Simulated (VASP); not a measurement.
# MgO in VASP: single point with PBE+D3(BJ)

Aim: the single point of MgO with PBE+D3(BJ).

All numbers are computed with VASP 6.6.1; they aren't measurements. Logs are shortened: lines on timing, memory, paths and dates and some standing lists are left out, and cuts for length are marked.

**1. The cell of the first run**

The cell holds a slab with vacuum, 32 atoms: a = 5.951 Å, b = 5.951 Å, c = 22.312 Å, α = 90.00°, β = 90.00°, γ = 90.00°.

**2. Single point, PBE+D3(BJ)**

INCAR

```
PREC = Accurate
ENCUT = 520
EDIFF = 1E-6
ISMEAR = 0
SIGMA = 0.05
LREAL = Auto
LASPH = T
NELM = 100
ALGO = Normal
ISIF = 2
LWAVE = F
LCHARG = F
LDIPOL = T
IDIPOL = 3
DIPOL = 0.5 0.5 0.500
GGA = PE
IVDW = 12
NBANDS = 86
```

KPOINTS

```
regular mesh
0
Gamma
  3 3 1
```

POSCAR

```
MgO
1.0
    5.9506164682      0.0000000000      0.0000000000
    0.0000000000      5.9506164682      0.0000000000
    0.0000000000      0.0000000000     22.3115818854
Mg O
16 16
Direct
    0.2500000000      0.2500000000      0.3585581713
    0.2500000000      0.7500000000      0.3585581713
    0.7500000000      0.2500000000      0.3585581713
    0.7500000000      0.7500000000      0.3585581713
    0.5000000000      0.5000000000      0.4528527238
    0.5000000000      0.0000000000      0.4528527238
    0.0000000000      0.5000000000      0.4528527238
    0.0000000000      0.0000000000      0.4528527238
    0.7500000000      0.7500000000      0.5475441420
    0.7500000000      0.2500000000      0.5475441420
    0.2500000000      0.7500000000      0.5475441420
    0.2500000000      0.2500000000      0.5475441420
    0.0000000000      0.0000000000      0.6412349869
    0.0000000000      0.5000000000      0.6412349869
    0.5000000000      0.0000000000      0.6412349869
    0.5000000000      0.5000000000      0.6412349869
    0.5000000000      0.5000000000      0.3585581713
    0.5000000000      0.0000000000      0.3585581713
    0.0000000000      0.5000000000      0.3585581713
    0.0000000000      0.0000000000      0.3585581713
    0.7500000000      0.7500000000      0.4528527238
    0.7500000000      0.2500000000      0.4528527238
    0.2500000000      0.7500000000      0.4528527238
    0.2500000000      0.2500000000      0.4528527238
    0.0000000000      0.0000000000      0.5472821597
    0.0000000000      0.5000000000      0.5472821597
    0.5000000000      0.0000000000      0.5472821597
    0.5000000000      0.5000000000      0.5472821597
    0.2500000000      0.2500000000      0.6434909425
    0.2500000000      0.7500000000      0.6434909425
    0.7500000000      0.2500000000      0.6434909425
    0.7500000000      0.7500000000      0.6434909425
```

Potentials or basis: VASP PAW PBE potentials, release 64 (Mg, O).

Command:

```bash
$ cat potpaw_PBE.64/Mg/POTCAR potpaw_PBE.64/O/POTCAR > POTCAR
$ mpirun -np 1 vasp_std > vasp.out
```

OUTCAR:

```text
PREC = Accurate
   ENCUT = 520
   EDIFF = 1E-6
   ISMEAR = 0
   LREAL = Auto
   LASPH = T
   NELM = 100
   ISIF = 2
   GGA = PE
   IVDW = 12
 IVDW          = 12

 ion  position               nearest neighbor table
   1  0.250  0.250  0.359-  17 2.10  18 2.10  19 2.10  20 2.10  24 2.10   3 2.98   2 2.98   2 2.98
                             3 2.98   8 2.98   5 2.98   6 2.98   7 2.98
   2  0.250  0.750  0.359-  17 2.10  18 2.10  19 2.10  20 2.10  23 2.10   4 2.98   1 2.98   1 2.98
                             4 2.98   8 2.98   5 2.98   6 2.98   7 2.98
   3  0.750  0.250  0.359-  17 2.10  18 2.10  19 2.10  20 2.10  22 2.10   4 2.98   1 2.98   4 2.98
                             1 2.98   8 2.98   5 2.98   6 2.98   7 2.98
   4  0.750  0.750  0.359-  17 2.10  18 2.10  19 2.10  20 2.10  21 2.10   3 2.98   2 2.98   3 2.98
                             2 2.98   8 2.98   5 2.98   6 2.98   7 2.98
   5  0.500  0.500  0.453-  21 2.10  22 2.10  23 2.10  24 2.10  17 2.10  28 2.11   6 2.98   7 2.98
                             6 2.98   7 2.98   3 2.98   4 2.98   1 2.98   2 2.98   9 2.98  10 2.98
   6  0.500  0.000  0.453-  21 2.10  22 2.10  23 2.10  24 2.10  18 2.10  27 2.11   5 2.98   8 2.98
                             5 2.98   8 2.98   3 2.98   4 2.98   1 2.98   2 2.98   9 2.98  10 2.98
   7  0.000  0.500  0.453-  21 2.10  22 2.10  23 2.10  24 2.10  19 2.10  26 2.11   5 2.98   8 2.98
                             8 2.98   5 2.98   3 2.98   4 2.98   1 2.98   2 2.98   9 2.98  10 2.98
   8  0.000  0.000  0.453-  21 2.10  22 2.10  23 2.10  24 2.10  20 2.10  25 2.11   6 2.98   7 2.98
                             7 2.98   6 2.98   3 2.98   4 2.98   1 2.98   2 2.98   9 2.98  10 2.98
   9  0.750  0.750  0.548-  25 2.10  26 2.10  27 2.10  28 2.10  21 2.11  32 2.14  15 2.97  16 2.97
[... 38 lines left out ...]
 A1 = (   5.9506164682,   0.0000000000,   0.0000000000)
 A2 = (   0.0000000000,   5.9506164682,   0.0000000000)
 A3 = (   0.0000000000,   0.0000000000,  22.3115818854)

Analysis of symmetry for initial positions (statically):
=====================================================================
 Subroutine PRICEL returns following result:

  LATTYP: Found a simple tetragonal cell.
 ALAT       =     2.9753082341
 C/A-ratio  =     7.4989144418

  Lattice vectors:

 A1 = (   2.9753082341,   0.0000000000,   0.0000000000)
 A2 = (   0.0000000000,   2.9753082341,   0.0000000000)
 A3 = (   0.0000000000,   0.0000000000,  22.3115818854)

   4 primitive cells build up your supercell.

 Routine SETGRP: Setting up the symmetry group for a
 simple tetragonal supercell.

 Subroutine GETGRP returns: Found  8 space group operations
 (whereof  8 operations were pure point group operations)
 out of a pool of 16 trial point group operations.

The static configuration has the point symmetry C_4v.
[... 131 lines left out ...]
   IALGO  =     38    algorithm
   IMIX   =      4    mixing-type and parameters
     AMIX     =   0.40;   BMIX     =  1.00
     AMIX_MAG =   1.60;   BMIX_MAG =  1.00
  volume/ion in A,a.u.               =      24.69       166.61
  Fermi-wavevector in a.u.,A,eV,Ry     =   0.892470  1.686523 10.837066  0.796502
  Thomas-Fermi vector in A             =   2.014423
   LORBIT       =      0    0 simple, 1 ext, 2 COOP (PROOUT), +10 PAW based schemes
   GGA     = PE    functional components
   LHFCALC =     F    Hartree Fock is set to
   AEXX    =    0.0000 exact exchange contribution
   IVDW    =    12    specifies the selected vdW correction
   LEPSILON=     F    determine dielectric tensor
   LRPA    =     F    only Hartree local field effects (RPA)
 non-spin polarized calculation
 Gauss-broadening in eV      SIGMA  =   0.05
  energy-cutoff  :      520.00
  volume of cell :      790.05
 maximum number of plane-waves:     21320
 NGX is ok and might be reduce to    48
   NGX = 23   NGY = 23   NGZ = 83

 dipolmoment           0.000000      0.000000     -0.000001 electrons x Angstroem

 number of electron     127.9999938 magnetization

 dipolmoment           0.000000      0.000000      0.092496 electrons x Angstroem

 Free energy of the ion-electron system (eV)
  ---------------------------------------------------
  ext. energy  EPLUGINS =         0.00000000
  ---------------------------------------------------
  free energy    TOTEN  =      -186.68945242 eV

  energy without entropy =     -186.68945242  energy(sigma->0) =     -186.68945242

 E-fermi :  -1.6784     XC(G=0):  -4.8775

 val. band max:       -1.9119918959   @ k =   0.0000   0.0000   0.0000
 cond. band min:       1.4350339276   @ k =   0.0000   0.0000   0.0000
 fundamental gap:      3.3470258235
 Fermi energy:        -1.6784285427

 k-point     1 :       0.0000    0.0000    0.0000
  band No.  band energies     occupation
      1     -18.9470      2.00000
      2     -18.4144      2.00000
      3     -17.9347      2.00000
      4     -17.9347      2.00000
      5     -17.8927      2.00000
      6     -17.8927      2.00000
[... 226 lines left out ...]
     75       5.2798      0.00000
     76       5.5595      0.00000
 [bands above 76 left out]

------------------------ aborting loop because EDIFF is reached ----------------------------------------

 vacuum level on the upper side and lower side of the slab       (xc-potential included)         0.100        -0.348

 Edisp (eV)   -7.03696

 E8    (eV) :    -2.8520

  FORCE on cell =-STRESS in cart. coord.  units (eV):
  Direction    XX          YY          ZZ          XY          YZ          ZX
  --------------------------------------------------------------------------------------
  -------------------------------------------------------------------------------------
  Total     -14.48596   -14.48596     0.13526     0.00000     0.00000     0.00000
  in kB     -29.37675   -29.37675     0.27429     0.00000     0.00000     0.00000
  external pressure =      -19.49 kB  Pullay stress =        0.00 kB

 VOLUME and BASIS-vectors are now :
 -----------------------------------------------------------------------------
  energy-cutoff  :      520.00
  volume of cell :      790.05
      direct lattice vectors                 reciprocal lattice vectors
     5.950616468  0.000000000  0.000000000     0.168049816  0.000000000  0.000000000
     0.000000000  5.950616468  0.000000000     0.000000000  0.168049816  0.000000000
     0.000000000  0.000000000 22.311581885     0.000000000  0.000000000  0.044819771

 POSITION                                       TOTAL-FORCE (eV/Angst)
 -----------------------------------------------------------------------------------
      1.48765      1.48765      8.00000         0.000000     -0.000000      0.439330
      1.48765      4.46296      8.00000         0.000000      0.000000      0.439330
      4.46296      1.48765      8.00000         0.000000      0.000000      0.439330
      4.46296      4.46296      8.00000         0.000000     -0.000000      0.439330
      2.97531      2.97531     10.10386         0.000000     -0.000000      0.070369
      2.97531      0.00000     10.10386         0.000000      0.000000      0.070369
[... 24 lines left out ...]
      4.46296      1.48765     14.35730        -0.000000      0.000000      0.016786
      4.46296      4.46296     14.35730        -0.000000     -0.000000      0.016786
 -----------------------------------------------------------------------------------
    total drift:                                0.000000      0.000000      0.006964

  FREE ENERGIE OF THE ION-ELECTRON SYSTEM (eV)
  ---------------------------------------------------
  free  energy   TOTEN  =      -193.7264079872 eV

  energy  without entropy=     -193.7264079872  energy(sigma->0) =     -193.72640799

 vacuum level on the upper side and lower side of the slab         3.257         2.802
```

stdout:

```text
POSCAR found type information on POSCAR MgO
 POSCAR found :  2 types and      32 ions
 scaLAPACK will be used
 LDA part: xc-table for (Slater+PW92), standard interpolation
 POSCAR, INCAR and KPOINTS ok, starting setup
 FFT: planning ... GRIDC
 FFT: planning ... GRID_SOFT
 FFT: planning ... GRID
 WAVECAR not read
 entering main loop
```

Wall time 24 min (1 thread of AMD EPYC 7R13, shared host); peak memory 0.76 GiB.

What came out:

| Quantity | Value |
| --- | --- |
| Free energy | -193.7264 eV |
| Largest force | 0.543 eV/Å |
| Band gap on the k mesh | 3.35 eV |
| Dispersion energy per atom | -0.220 eV |

Forces in eV/Å, atoms in the order of the input:
```
Mg   0.000  0.000  0.439
Mg   0.000  0.000  0.439
Mg   0.000  0.000  0.439
Mg   0.000  0.000  0.439
Mg   0.000  0.000  0.070
Mg   0.000  0.000  0.070
Mg   0.000  0.000  0.070
Mg   0.000  0.000  0.070
Mg   0.000  0.000 -0.003
Mg   0.000  0.000 -0.003
Mg   0.000  0.000 -0.003
Mg   0.000  0.000 -0.003
Mg   0.000  0.000 -0.025
Mg   0.000  0.000 -0.025
Mg   0.000  0.000 -0.025
Mg   0.000  0.000 -0.025
O    0.000  0.000 -0.543
O    0.000  0.000 -0.543
O    0.000  0.000 -0.543
O    0.000  0.000 -0.543
O    0.000  0.000  0.061
O    0.000  0.000  0.061
O    0.000  0.000  0.061
O    0.000  0.000  0.061
O    0.000  0.000 -0.016
O    0.000  0.000 -0.016
O    0.000  0.000 -0.016
O    0.000  0.000 -0.016
O    0.000  0.000  0.017
O    0.000  0.000  0.017
O    0.000  0.000  0.017
O    0.000  0.000  0.017
```
